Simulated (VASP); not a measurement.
PtSe2 (Sudovikovite):

```xyz
3
Lattice="3.7240 0.0000 0.0000 -1.8620 3.2251 0.0000 0.0000 0.0000 5.0620" Properties=species:S:1:pos:R:3 pbc="T T T"
Pt    0.0000    0.0000    0.0000
Se    1.8620    1.0750    3.7965
Se    0.0000    2.1501    1.2655
```

- Program: VASP 6.6.1
- Task: relaxation of cell and atoms
- Functional: PBE
- Dispersion: D4
- Potentials or basis: VASP PAW PBE potentials, release 64 (Pt, Se)
- Cutoff: 600 eV
- k mesh: 8 × 8 × 5
- Occupations: fermi-dirac, width 0.05 eV
- Spin: no spin polarisation

At the start: pressure 3.6 GPa; volume 20.27 Å³/atom.

Problem. How do energy, volume and symmetry change on relaxing?

Solution. Over 18 steps the energy falls by 18.5 meV/atom and the volume is 19.78 Å³/atom (-2.4 %); space group P-3m1 (No. 164, to 0.05 Å).

Step by step:
```tsv
step	energy change (eV)	largest force (eV/Å)	pressure (GPa)	volume (Å³)
1	0.0000	0.6350	3.61	60.80
2	0.0339	0.3963	-6.04	64.90
3	-0.0254	0.1933	-0.60	62.36
4	-0.0254	0.2015	-0.52	62.33
5	-0.0310	0.1743	-0.46	61.94
6	-0.0442	0.0801	-0.17	60.80
7	-0.0457	0.1733	0.91	58.53
8	-0.0500	0.0236	0.31	59.69
9	-0.0535	0.1180	-0.81	59.73
10	-0.0535	0.1116	-0.74	59.72
11	-0.0553	0.0094	0.13	59.10
12	-0.0553	0.0255	-0.01	59.20
13	-0.0553	0.0271	-0.02	59.21
14	-0.0554	0.0172	0.02	59.23
15	-0.0554	0.0105	0.05	59.24
16	-0.0554	0.0028	0.11	59.27
17	-0.0554	0.0051	0.07	59.25
18	-0.0554	0.0065	-0.06	59.34
```

Final structure:
```
Pt Se
1.0
     3.76998    0.00000    0.00000
    -1.88499    3.26490    0.00000
     0.00000    0.00000    4.82139
Pt Se
1 2
Direct
  0.00000 0.00000 0.00000
  0.66667 0.33333 0.73334
  0.33333 0.66667 0.26666
```

Caveat: pairwise dispersion overbinds metals, which lowers pressure and volume.
